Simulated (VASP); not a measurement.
Runs of VASP 6.6.1 on La. The structure is that of space group P6/mmm (No. 191), or close to it. The cells are those of the table. This isn't the form of La at room conditions, which is double hcp.

```tsv
task	cell	cutoff (eV)	gap on the mesh (eV)	pressure (GPa)
relaxation of cell and atoms	relaxed to 65 GPa from a = 2.834, b = 2.834, c = 2.664 Å, angles 90.0, 90.0, 120.0°, 1 atom	600	none	65.0
relaxation of cell and atoms	relaxed to 65 GPa from a = 2.838, b = 2.838, c = 2.657 Å, angles 90.0, 90.0, 120.0°, 1 atom	600	none	65.0
single point	a = 2.838, b = 2.838, c = 2.657 Å, angles 90.0, 90.0, 120.0°, 1 atom	520	none	65.1
single point	a = 2.837, b = 2.837, c = 2.657 Å, angles 90.0, 90.0, 120.0°, 1 atom	520	none	(a)
```

Alike in all rows: level PBE; potentials or basis VASP PAW PBE potentials, release 64 (La); no spin polarisation; k mesh 15 × 15 × 14; smearing fermi-dirac 0.05 eV.

Problem. Estimate the missing entries.

Solution. (a) 65.3.

Caveats: spin-orbit coupling is left out, which moves the levels of the heavy elements; the cell is relaxed towards a set pressure, so the run minimises the enthalpy, not the energy (at least some runs); the cell stands under pressure (at least some runs).

A k mesh can miss the band edges, and the runs leave out spin-orbit coupling on La.

A gap of «none» marks levels without a gap at the run's occupations.
